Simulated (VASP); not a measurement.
# B6As (R-3m) in VASP: further runs

The runs below take B6As through single point, with r2SCAN.

All numbers are computed with VASP 6.6.1; they aren't measurements. Logs are shortened: lines on timing, memory, paths and dates and some standing lists are left out, and cuts for length are marked.

### 1 The cell of the first run

Symmetry: R-3m, No. 166, trigonal system. Conventional cell: a = 6.314 Å, b = 6.314 Å, c = 12.342 Å, α = 90.00°, β = 90.00°, γ = 120.00°. B (site symmetry m) has 6 B at 1.82 to 1.96 Å within 2.4 Å. Within 2.4 Å of B (site symmetry m) lie 5 B at 1.77 to 1.85 Å and 1 As at 2.07 Å. As (site symmetry 3m) has 3 B at 2.07 Å and 1 As at 2.47 Å within 2.7 Å.

### 2 Single point, r2SCAN (volume scaled by 1.10, then relaxed in part)

POSCAR

```
B6As
1.0
    3.1570928768      1.8227484223      4.1139896554
   -3.1570928768      1.8227484223      4.1139896554
    0.0000000000     -3.6454968446      4.1139896554
B As
12 2
Direct
    0.0130858314      0.0130858314      0.3239591589
    0.0130858314      0.3239591589      0.0130858314
    0.8228473801      0.2709303976      0.8228473801
    0.8228473801      0.8228473801      0.2709303976
    0.2709303976      0.8228473801      0.8228473801
    0.7290696024      0.1771526199      0.1771526199
    0.1771526199      0.7290696024      0.1771526199
    0.1771526199      0.1771526199      0.7290696024
    0.9869141686      0.6760408411      0.9869141686
    0.9869141686      0.9869141686      0.6760408411
    0.6760408411      0.9869141686      0.9869141686
    0.3239591589      0.0130858314      0.0130858314
    0.5999058294      0.5999058294      0.5999058294
    0.4000941706      0.4000941706      0.4000941706
```

INCAR.step1

```
SYSTEM = B6As
PREC = Accurate
ENCUT = 520
ISMEAR = 0
SIGMA = 0.02
LREAL = .FALSE.
LASPH = .TRUE.
NELM = 80
NBANDS = 36
GGA = PE
ALGO = Normal
EDIFF = 1E-4
LWAVE = .TRUE.
LCHARG = .FALSE.
```

INCAR.step2

```
SYSTEM = B6As
PREC = Accurate
ENCUT = 520
EDIFF = 1E-7
ISMEAR = 0
SIGMA = 0.02
LREAL = .FALSE.
LASPH = .TRUE.
NELM = 80
ALGO = Normal
ISIF = 2
LWAVE = .FALSE.
LCHARG = .TRUE.
METAGGA = R2SCAN
LMIXTAU = .TRUE.
LELF = .TRUE.
LVHAR = .TRUE.
NBANDS = 36
ISTART = 1
```

KPOINTS

```
regular mesh
0
G
  6 6 6
  0 0 0
```

Potentials or basis: VASP PAW PBE potentials, release 64 (B, As).

Launch:

```
> cat potpaw_PBE.64/B/POTCAR potpaw_PBE.64/As/POTCAR > POTCAR
> cp INCAR.step1 INCAR
> mpirun -np 1 vasp_std > vasp.out
> cp INCAR.step2 INCAR
> mpirun -np 1 vasp_std > vasp.out
```

OUTCAR:

```text
SYSTEM = B6As
   PREC = Accurate
   ENCUT = 520
   EDIFF = 1E-7
   ISMEAR = 0
   LREAL = .FALSE.
   LASPH = .TRUE.
   NELM = 80
   ISIF = 2
   METAGGA = R2SCAN
   ISTART = 1

 ion  position               nearest neighbor table
   1  0.013  0.013  0.324-   6 1.82   7 1.82  10 1.85   4 1.85   2 1.96  12 1.96
   2  0.013  0.324  0.013-   8 1.82   6 1.82   9 1.85   3 1.85  12 1.96   1 1.96
   3  0.823  0.271  0.823-   8 1.77   6 1.77  10 1.82  11 1.82   2 1.85  13 2.07
   4  0.823  0.823  0.271-   6 1.77   7 1.77   9 1.82  11 1.82   1 1.85  13 2.07
   5  0.271  0.823  0.823-   8 1.77   7 1.77  10 1.82   9 1.82  12 1.85  13 2.07
   6  0.729  0.177  0.177-   4 1.77   3 1.77   1 1.82   2 1.82  11 1.85  14 2.07
   7  0.177  0.729  0.177-   4 1.77   5 1.77   1 1.82  12 1.82   9 1.85  14 2.07
   8  0.177  0.177  0.729-   3 1.77   5 1.77   2 1.82  12 1.82  10 1.85  14 2.07
   9  0.987  0.676  0.987-   4 1.82   5 1.82   2 1.85   7 1.85  11 1.96  10 1.96
  10  0.987  0.987  0.676-   3 1.82   5 1.82   1 1.85   8 1.85   9 1.96  11 1.96
  11  0.676  0.987  0.987-   4 1.82   3 1.82  12 1.85   6 1.85   9 1.96  10 1.96
  12  0.324  0.013  0.013-   8 1.82   7 1.82  11 1.85   5 1.85   2 1.96   1 1.96
  13  0.600  0.600  0.600-   3 2.07   5 2.07   4 2.07  14 2.47
  14  0.400  0.400  0.400-   6 2.07   7 2.07   8 2.07  13 2.47

  LATTYP: Found a trigonal (rhomboedric) cell.
 ALAT       =     5.4967770674
 COS(alpha) =     0.3402362272

  Lattice vectors:

 A1 = (   3.1570928768,   1.8227484223,   4.1139896554)
 A2 = (  -3.1570928768,   1.8227484223,   4.1139896554)
 A3 = (   0.0000000000,  -3.6454968446,   4.1139896554)

Analysis of symmetry for initial positions (statically):
=====================================================================
 Subroutine PRICEL returns:
 Original cell was already a primitive cell.

 Routine SETGRP: Setting up the symmetry group for a
 trigonal (rhombohedral) supercell.

 Subroutine GETGRP returns: Found 12 space group operations
 (whereof 12 operations were pure point group operations)
 out of a pool of 12 trial point group operations.

The static configuration has the point symmetry D_3d.

Analysis of symmetry for dynamics (positions and initial velocities):
=====================================================================
 Subroutine PRICEL returns:
 Original cell was already a primitive cell.

 Routine SETGRP: Setting up the symmetry group for a
 trigonal (rhombohedral) supercell.

 Subroutine GETGRP returns: Found 12 space group operations
 (whereof 12 operations were pure point group operations)
 out of a pool of 12 trial point group operations.

The dynamic configuration has the point symmetry D_3d.

 Subroutine INISYM returns: Found 12 space group operations
 (whereof 12 operations are pure point group operations),
 and found     1 'primitive' translations

----------------------------------------------------------------------------------------

                                     Primitive cell

  volume of cell :     142.0458

  direct lattice vectors                    reciprocal lattice vectors
     3.157092877  1.822748422  4.113989655     0.158373548  0.091437011  0.081024349
    -3.157092877  1.822748422  4.113989655    -0.158373548  0.091437011  0.081024349
     0.000000000 -3.645496845  4.113989655     0.000000000 -0.182874021  0.081024349

  length of vectors
     5.496777067  5.496777067  5.496777067     0.200019631  0.200019631  0.200019631

  position of ions in fractional coordinates (direct lattice)
     0.013085831  0.013085831  0.323959159
     0.013085831  0.323959159  0.013085831
     0.822847380  0.270930398  0.822847380
     0.822847380  0.822847380  0.270930398
     0.270930398  0.822847380  0.822847380
     0.729069602  0.177152620  0.177152620
     0.177152620  0.729069602  0.177152620
     0.177152620  0.177152620  0.729069602
     0.986914169  0.676040841  0.986914169
     0.986914169  0.986914169  0.676040841
     0.676040841  0.986914169  0.986914169
     0.323959159  0.013085831  0.013085831
     0.599905829  0.599905829  0.599905829
     0.400094171  0.400094171  0.400094171

  ion indices of the primitive-cell ions
   primitive index   ion index
                 1           1
                 2           2
                 3           3
                 4           4
                 5           5
                 6           6
                 7           7
                 8           8
                 9           9
                10          10
                11          11
                12          12
                13          13
                14          14

----------------------------------------------------------------------------------------

 KPOINTS: regular mesh

Automatic generation of k-mesh.
 Grid dimensions read from file:
 generate k-points for:    6    6    6

 Generating k-lattice:

  Cartesian coordinates                     Fractional coordinates (reciprocal lattice)
     0.026395591  0.015239502  0.013504058     0.166666667  0.000000000  0.000000000
    -0.026395591  0.015239502  0.013504058     0.000000000  0.166666667  0.000000000
     0.000000000 -0.030479004  0.013504058     0.000000000  0.000000000  0.166666667

  Length of vectors
     0.033336605  0.033336605  0.033336605

  Shift w.r.t. Gamma in fractional coordinates (k-lattice)
     0.000000000  0.000000000  0.000000000

 Subroutine IBZKPT returns following result:
 ===========================================

 Found     32 irreducible k-points:

 Following reciprocal coordinates:
            Coordinates               Weight
  0.000000  0.000000  0.000000      1.000000
  0.166667  0.000000 -0.000000      6.000000
  0.333333  0.000000  0.000000      6.000000
  0.500000  0.000000  0.000000      3.000000
  0.166667  0.166667 -0.000000      6.000000
  0.333333  0.166667  0.000000     12.000000
[... 16 lines left out ...]
  0.500000  0.500000  0.166667      6.000000
 -0.333333  0.500000  0.166667     12.000000
 [... further k-points ...]
   k-points           NKPTS =     32   k-points in BZ     NKDIM =     32   number of bands    NBANDS=     36
   number of dos      NEDOS =    301   number of ions     NIONS =     14
   total plane-waves  NPLWV =  74088
   dimension x,y,z NGX =    42 NGY =   42 NGZ =   42
   dimension x,y,z NGXF=    84 NGYF=   84 NGZF=   84
   ions per type =              12   2
   NGX,Y,Z   is equivalent  to a cutoff of  12.70, 12.70, 12.70 a.u.
   NGXF,Y,Z  is equivalent  to a cutoff of  25.41, 25.41, 25.41 a.u.
 SYSTEM =  B6As
   PREC   = accura    normal or accurate (medium, high low for compatibility)
   ISTART =      1    job   : 0-new  1-cont  2-samecut
   ICHARG =      0    charge: 1-file 2-atom 10-const
   ISPIN  =      1    spin polarized calculation?
   LNONCOLLINEAR =      F non collinear calculations
   LSORBIT =      F    spin-orbit coupling
   LASPH  =      T    aspherical Exc in radial PAW
   ENCUT  =  520.0 eV  38.22 Ry    6.18 a.u.  10.22 10.22 10.22*2*pi/ulx,y,z
   NELM   =     80;   NELMIN=  2; NELMDL=  0     # of ELM steps
   EDIFF  = 0.1E-06   stopping-criterion for ELM
   LREAL  =      F    real-space projection
   EDIFFG = 0.1E-05   stopping-criterion for IOM
   NSW    =      0    number of steps for IOM
   IBRION =     -1    ionic relax: 0-MD 1-quasi-New 2-CG
   NFREE  =      0    steps in history (QN), initial steepest desc. (CG)
   ISIF   =      2    stress and relaxation
   ISYM   =      2    0-nonsym 1-usesym 2-fastsym
   POTIM  = 0.5000    time-step for ionic-motion
   TEBEG  =    0.0;   TEEND  =   0.0 temperature during run
   PSTRESS=    0.0 pullay stress
   NELECT =      46.0000    total number of electrons
   NUPDOWN=      -1.0000    fix difference up-down
   EMIN   =  10.00;   EMAX   =-10.00  energy-range for DOS
   EFERMI =   0.00;   METHOD = LEGACY
   ISMEAR =     0;   SIGMA  =   0.02  broadening in eV -4-tet -1-fermi 0-gaus
   EFERMI_NEDOS =   21; number of points for ismear=-14 and -15
   IALGO  =     38    algorithm
   IMIX   =      4    mixing-type and parameters
     AMIX     =   0.40;   BMIX     =  1.00
     AMIX_MAG =   1.60;   BMIX_MAG =  1.00
  volume/ion in A,a.u.               =      10.15        68.47
  Fermi-wavevector in a.u.,A,eV,Ry     =   1.124220  2.124468 17.196000  1.263870
  Thomas-Fermi vector in A             =   2.260890
   LORBIT       =      0    0 simple, 1 ext, 2 COOP (PROOUT), +10 PAW based schemes
   METAGGA = R2SCAN    functional components
   LHFCALC =     F    Hartree Fock is set to
   AEXX    =    0.0000 exact exchange contribution
   IVDW    =     0    specifies the selected vdW correction
   LEPSILON=     F    determine dielectric tensor
   LRPA    =     F    only Hartree local field effects (RPA)
 non-spin polarized calculation
 Gauss-broadening in eV      SIGMA  =   0.02
  energy-cutoff  :      520.00
  volume of cell :      142.05
 maximum number of plane-waves:      3861
 NGX is ok and might be reduce to    42
   NGX = 21   NGY = 21   NGZ = 21

 number of electron      45.9999999 magnetization

 Free energy of the ion-electron system (eV)
  ---------------------------------------------------
  ext. energy  EPLUGINS =         0.00000000
  ---------------------------------------------------
  free energy    TOTEN  =      -119.83338128 eV

  energy without entropy =     -119.83338128  energy(sigma->0) =     -119.83338128

 E-fermi :   3.7463     XC(G=0): -11.2272

 val. band max:        3.6378720108   @ k =   0.5000   0.5000   0.5000
 cond. band min:       5.9577281200   @ k =   0.5000   0.5000   0.5000
 fundamental gap:      2.3198561092
 Fermi energy:         3.7463120797

 k-point     1 :       0.0000    0.0000    0.0000
  band No.  band energies     occupation
      1     -11.2983      2.00000
      2      -8.2231      2.00000
      3      -6.7808      2.00000
      4      -6.7808      2.00000
      5      -6.6295      2.00000
      6      -5.5078      2.00000
[... 27 lines left out ...]
     34      11.7002      0.00000
     35      11.7002      0.00000

 k-point     2 :       0.1667    0.0000   -0.0000
  band No.  band energies     occupation
      1     -11.1992      2.00000
      2      -8.5634      2.00000
      3      -6.7851      2.00000
      4      -6.7235      2.00000
      5      -6.5144      2.00000
      6      -5.7331      2.00000
[... 27 lines left out ...]
     34      11.6134      0.00000
     35      11.6242      0.00000

 k-point     3 :       0.3333    0.0000    0.0000
  band No.  band energies     occupation
      1     -10.9399      2.00000
      2      -9.1768      2.00000
      3      -6.8004      2.00000
      4      -6.7914      2.00000
      5      -6.1636      2.00000
      6      -6.0450      2.00000
[... 27 lines left out ...]
     34      11.4938      0.00000
     35      12.0466      0.00000
[... 723 lines left out ...]
 k-point    23 :       0.5000    0.5000    0.1667
  band No.  band energies     occupation
      1     -10.6402      2.00000
      2      -8.6942      2.00000
      3      -8.1457      2.00000
      4      -7.2846      2.00000
      5      -6.9315      2.00000
      6      -5.2179      2.00000
[... 27 lines left out ...]
     34      11.5774      0.00000
     35      12.0086      0.00000

 k-point    24 :      -0.3333    0.5000    0.1667
  band No.  band energies     occupation
      1     -10.5946      2.00000
      2      -8.9460      2.00000
      3      -8.2046      2.00000
      4      -7.1757      2.00000
      5      -6.7065      2.00000
      6      -5.2111      2.00000
[... 27 lines left out ...]
     34      11.8890      0.00000
     35      12.1698      0.00000

 [... further k-points ...]

 [bands above 35 left out]

------------------------ aborting loop because EDIFF is reached ----------------------------------------

  FORCE on cell =-STRESS in cart. coord.  units (eV):
  Direction    XX          YY          ZZ          XY          YZ          ZX
  --------------------------------------------------------------------------------------
  -------------------------------------------------------------------------------------
  Total      -13.3096760    -13.3096760    -13.3250663      0.0000000     -0.0000000      0.0000000
  in kB     -150.1237937   -150.1237937   -150.2973853      0.0000000     -0.0000000      0.0000000
  external PRESSURE =    -150.1816575 kB  Pullay stress =       0.0000000 kB

 VOLUME and BASIS-vectors are now :
 -----------------------------------------------------------------------------
  energy-cutoff  :      520.00
  volume of cell :      142.05
      direct lattice vectors                 reciprocal lattice vectors
     3.157092877  1.822748422  4.113989655     0.158373548  0.091437011  0.081024349
    -3.157092877  1.822748422  4.113989655    -0.158373548  0.091437011  0.081024349
     0.000000000 -3.645496845  4.113989655     0.000000000 -0.182874021  0.081024349

 POSITION                                       TOTAL-FORCE (eV/Angst)
 -----------------------------------------------------------------------------------
      0.00000     -1.13329      1.44043        -0.000000      0.000937      0.008587
     -0.98146      0.56664      1.44043         0.000812     -0.000469      0.008587
      1.74245     -1.00601      7.88498        -0.003720      0.002148     -0.000654
      0.00000      2.01201      7.88498        -0.000000     -0.004295     -0.000654
     -1.74245     -1.00601      7.88498         0.003720      0.002148     -0.000654
      1.74245      1.00601      4.45699        -0.003720     -0.002148      0.000654
     -1.74245      1.00601      4.45699         0.003720     -0.002148      0.000654
      0.00000     -2.01201      4.45699        -0.000000      0.004295      0.000654
      0.98146     -0.56664     10.90153        -0.000812      0.000469     -0.008587
      0.00000      1.13329     10.90153        -0.000000     -0.000937     -0.008587
     -0.98146     -0.56664     10.90153         0.000812      0.000469     -0.008587
      0.98146      0.56664      1.44043        -0.000812     -0.000469      0.008587
      0.00000      0.00000      7.40402        -0.000000      0.000000      0.001906
      0.00000      0.00000      4.93795        -0.000000      0.000000     -0.001906
 -----------------------------------------------------------------------------------
    total drift:                               -0.000000     -0.000000      0.000000

  FREE ENERGIE OF THE ION-ELECTRON SYSTEM (eV)
  ---------------------------------------------------
  free  energy   TOTEN  =      -119.8333812760 eV

  energy  without entropy=     -119.8333812760  energy(sigma->0) =     -119.83338128
```

It took 26 min on 1 thread of AMD EPYC 7R13, shared host; peak memory 0.33 GiB.

What came out:

* Free energy: -119.8334 eV
* Pressure: -15.0 GPa
* Largest force: 0.009 eV/Å
* Band gap on the k mesh: 2.32 eV, direct

Forces in eV/Å, atoms in the order of the input:
```
B    0.000  0.001  0.009
B    0.001  0.000  0.009
B   -0.004  0.002 -0.001
B    0.000 -0.004 -0.001
B    0.004  0.002 -0.001
B   -0.004 -0.002  0.001
B    0.004 -0.002  0.001
B    0.000  0.004  0.001
B   -0.001  0.000 -0.009
B    0.000 -0.001 -0.009
B    0.001  0.000 -0.009
B   -0.001  0.000  0.009
As   0.000  0.000  0.002
As   0.000  0.000 -0.002
```

Caveat: the PAW data sets were made with another functional, which shifts forces and pressure a little.

[end of part 1 of 3]
